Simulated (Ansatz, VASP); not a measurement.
NaH in VASP and in Ansatz

The input INCAR:

```
SYSTEM = NaH
ALGO = Normal
EDIFF = 1E-6
ENCUT = 520
GGA = PE
ISIF = 2
ISMEAR = -1
LASPH = .TRUE.
LCHARG = .TRUE.
LELF = .TRUE.
LREAL = .FALSE.
LVHAR = .TRUE.
LWAVE = .FALSE.
NBANDS = 11
NELM = 80
PREC = Accurate
SIGMA = 0.02
```

Contents of KPOINTS:

```
k-points
0
G
  8 8 8
  0 0 0
```

Contents of POSCAR:

```
NaH
1.0
    2.9745198934      0.0421286870      0.0421286870
    0.0421286870      2.9745198934      0.0421286870
    0.0421286870      0.0421286870      2.9745198934
Na H
1 1
Direct
    0.0000000000      0.0000000000      0.0000000000
    0.5000000000      0.5000000000      0.5000000000
```

Input for Ansatz:

```yaml
crystal:
  lattice:
    - [2.9745198934, 0.042128687, 0.042128687]
    - [0.042128687, 2.9745198934, 0.042128687]
    - [0.042128687, 0.042128687, 2.9745198934]
  atoms:
    - { symbol: Na, position: [0.0, 0.0, 0.0] }
    - { symbol: H, position: [0.5, 0.5, 0.5] }
kpoints:
  mp_grid: { grid: [8, 8, 8] }
  band_path:
    path:
      - [0.0, 0.0, 0.0]
      - [0.0, 0.5, 0.0]
      - [0.5, 0.5, 0.0]
      - [0.5, 0.5, 0.5]
      - [0.0, 0.0, 0.5]
    npoints: 1
hamiltonian:
  xc: pbe
scf:
  occupations: { method: fermi_dirac, width: 0.02 }
  n_extra_bands: 4
output:
  forces: true
  stress: true
  eigenvalues: true
```

Change from the starting cell: shear_111 strain +4.3%.

Alike in both runs: task single point; functional PBE; k mesh 8 × 8 × 8; occupations fermi-dirac, width 0.02 eV; no spin polarisation.

|  | VASP | Ansatz |
| --- | --- | --- |
| version | VASP 6.6.1 | Ansatz 0.2.0 |
| potentials or method | VASP PAW PBE potentials, release 64 (Na_pv, H) | plane waves, PAW |
| plane-wave cutoff (eV) | 520 | 420 |
| valence electrons in the cell | 8 | 10 |

|  | VASP | Ansatz | Ansatz less VASP |
| --- | --- | --- | --- |
| gap on the k mesh at the Fermi level (eV) | 1.05 | 1.05 | +0.002 |
| pressure (GPa) | -0.3 | -0.2 | +0.07 |
| traceless stress, the component that is largest in VASP (GPa) | 0.20 | 0.21 | +0.003 |

The functional is the same, so the differences come from potentials, cutoffs and numerics. VASP's potentials hold 8 valence electrons a cell and Ansatz's 10, so a difference there can come from the potentials and not from the codes.
